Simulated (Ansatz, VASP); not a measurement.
## Ni: VASP beside Ansatz

Contents of INCAR:

```
SYSTEM = Ni
  ALGO = Normal
  EDIFF = 1E-7
  ENCUT = 520
  GGA = CA
  ISIF = 2
  ISMEAR = -1
  LASPH = .TRUE.
  LCHARG = .FALSE.
  LREAL = .FALSE.
  LWAVE = .FALSE.
  NBANDS = 28
  NELM = 60
  PREC = Accurate
  SIGMA = 0.1
```

Contents of KPOINTS:

```
k-points
0
G
  17 17 5
  0 0 0
```

The input POSCAR:

```
Ni
1.0
    2.3850694847      0.0000000000      0.0000000000
   -1.1925347423      2.0655307635      0.0000000000
    0.0000000000      0.0000000000      7.8144082463
Ni
4
Direct
    0.0000000000      1.0000000000      0.0000000000
    1.0000000000      1.0000000000      0.5000000000
    0.3333333333      0.6666666667      0.2500000000
    0.6666666667      0.3333333333      0.7500000000
```

Input for Ansatz:

```yaml
crystal:
  lattice:
    - [2.3850694847, 0.0, 0.0]
    - [-1.1925347423, 2.0655307635, 0.0]
    - [0.0, 0.0, 7.8144082463]
  atoms:
    - { symbol: Ni, position: [0.0, 1.0, 0.0] }
    - { symbol: Ni, position: [1.0, 1.0, 0.5] }
    - { symbol: Ni, position: [0.3333333333, 0.6666666667, 0.25] }
    - { symbol: Ni, position: [0.6666666667, 0.3333333333, 0.75] }
hamiltonian:
  xc: lda
  pseudopotentials:
    kind: paw
    azcp:
      Ni: "pseudopotentials/Ni.paw.azcp"
basis:
  ecutwfc: 420
  fft_grid_basis: typed
kpoints:
  mp_grid: { grid: [17, 17, 5], shift: [0, 0, 0] }
magnetization:
  spin_polarized: false
scf:
  occupations: { method: fermi_dirac, width: 0.1 }
  lower_state_search: "off"
output:
  stress: true
  write_density: true
  write_potential: true
  elf: true
  volumetric_format: npy
```

Alike in both runs: task single point; functional LDA; k mesh 17 × 17 × 5; occupations fermi-dirac, width 0.1 eV; no spin polarisation.

```csv
,VASP,Ansatz
version,VASP 6.6.1,Ansatz 0.2.0
potentials or method,"VASP PAW LDA potentials, release 64 (Ni), cutoff 520 eV","plane waves (420 eV) with PAW, scalar-relativistic"
valence electrons in the cell,40,72
```

|  | VASP | Ansatz | Ansatz less VASP |
| --- | --- | --- | --- |
| pressure (GPa) | 11.3 | 11.5 | +0.20 |

Ansatz warns that its potentials were made for another functional, while VASP's fit it. LDA's correlation is that of Perdew and Zunger in VASP and of Perdew and Wang (1992) in Ansatz. VASP's potentials hold 40 valence electrons a cell and Ansatz's 72, so a difference there can come from the potentials and not from the codes.
